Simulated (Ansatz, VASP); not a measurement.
# Cr: VASP beside Ansatz

```
CELL_PARAMETERS angstrom
-1.41496 1.41496 1.41496
1.41496 -1.41496 1.41496
1.41496 1.41496 -1.41496
ATOMIC_POSITIONS crystal
Cr 0.00000 0.00000 0.00000
```

Alike in both runs: task single point; functional r2SCAN; k mesh 15 × 15 × 15; no spin polarisation.

|  | VASP | Ansatz |
| --- | --- | --- |
| version | VASP 6.6.1 | Ansatz 0.2.0 |
| potentials or method | VASP PAW PBE potentials, release 64 (Cr_pv), cutoff 550 eV | plane waves (500 eV) with PAW, scalar-relativistic |
| occupations | methfessel-paxton of order 1, width 0.2 eV | cold, width 0.2 eV |
| valence electrons in the cell | 12 | 14 |

```tsv
	VASP	Ansatz	Ansatz less VASP
pressure (GPa)	0.6	-0.1	-0.69
```

VASP's potentials were made for PBE, not for r2SCAN. VASP's potentials hold 12 valence electrons a cell and Ansatz's 14, so a difference there can come from the potentials and not from the codes.
